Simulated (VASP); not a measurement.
Runs of VASP 6.6.1 on As7O. The structure is that of space group Fm-3m (No. 225), or close to it. The cells are those of the table. 

| task | cell | k mesh | cutoff (eV) | gap on the mesh (eV) | pressure (GPa) | relaxed volume (Å³/atom) |
| --- | --- | --- | --- | --- | --- | --- |
| relaxation of cell and atoms | relaxed from a = 5.847 Å, angles 60.0°, 8 atoms | 8 × 8 × 8 | 600 | none | 0.0 | (a) |
| single point | a = 5.851 Å, angles 60.0°, 8 atoms | 8 × 8 × 8 | 520 | none | 0.0 | - |
| relaxation of cell and atoms | relaxed from a = 6.059 Å, angles 60.0°, 8 atoms | 4 × 4 × 4 | 600 | none | 0.0 | 17.65 |
| single point | a = 5.847 Å, angles 60.0°, 8 atoms | 4 × 4 × 4 | 520 | none | -0.1 | - |
| single point | a = 6.059 Å, angles 60.0°, 8 atoms | 4 × 4 × 4 | 520 | none | -7.4 | - |

Alike in all rows: level PBE; potentials or basis VASP PAW PBE potentials, release 64 (As, O); no spin polarisation; smearing gaussian 0.1 eV.

**Question.** Fill in the values left out.

**Answer.** (a) 17.72.

Caveats: an odd number of electrons without spin polarisation forces a metal; a magnetic or distorted state may lie lower.

A k mesh can miss the band edges, and the runs leave out spin-orbit coupling on As.

A gap of «none» marks levels without a gap at the run's occupations.
